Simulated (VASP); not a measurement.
# Rh: single point with r2SCAN

The system is Rh.

```
CELL_PARAMETERS angstrom
0.00000 1.84450 1.95860
1.84450 0.00000 1.95860
1.84450 1.84450 0.00000
ATOMIC_POSITIONS crystal
Rh 0.00000 0.00000 0.00000
```

This cell differs from its parent crystal: strain -0.030 along x and y, +0.030 along z.

```yaml
Program: VASP 6.6.1
Task: single point
Functional: r2SCAN
Potentials_or_basis: VASP PAW PBE potentials, release 64 (Rh_pv)
Cutoff: 520 eV
k_mesh: 22 × 22 × 22
Occupations: gaussian, width 0.15 eV
Spin: no spin polarisation
Dipole_correction: no
Further_INCAR_settings: ALGO = Normal; EDIFF = 1e-06; NBANDS = 14
```

The pressure is 10.8 GPa and the band gap on the k mesh is zero (an odd number of electrons rules out a gap without spin polarisation).

Stress tensor (GPa, compression positive):
```
16.43  0.00  0.00
 0.00 16.43  0.00
 0.00  0.00 -0.33
```

Levels at points of the mesh, in eV from the Fermi level:
```
           k point  band 5  band 6  band 7  band 8  band 9  band 10
(0.00, 0.00, 0.00)   -3.79   -3.06   -3.06   -1.57   -0.69    16.77
(0.50, 0.00, 0.00)   -3.78   -3.08    0.47    0.79    0.89     9.47
(0.50, 0.50, 0.00)   -6.43    0.62    1.07    1.07    2.66    12.15
(0.50, 0.00, 0.50)   -6.45    0.51    0.80    1.45    4.02    13.50
```

It took 12 min on 1 thread of Intel Xeon 8259CL, with other jobs on the host, peak memory 0.25 GiB.

Caveat: the cell differs from its parent crystal (strain -0.030 along x and y, +0.030 along z); the stress differs along the axes, from -0 to 16 GPa; the PAW data sets were made with another functional, which shifts forces and pressure a little.
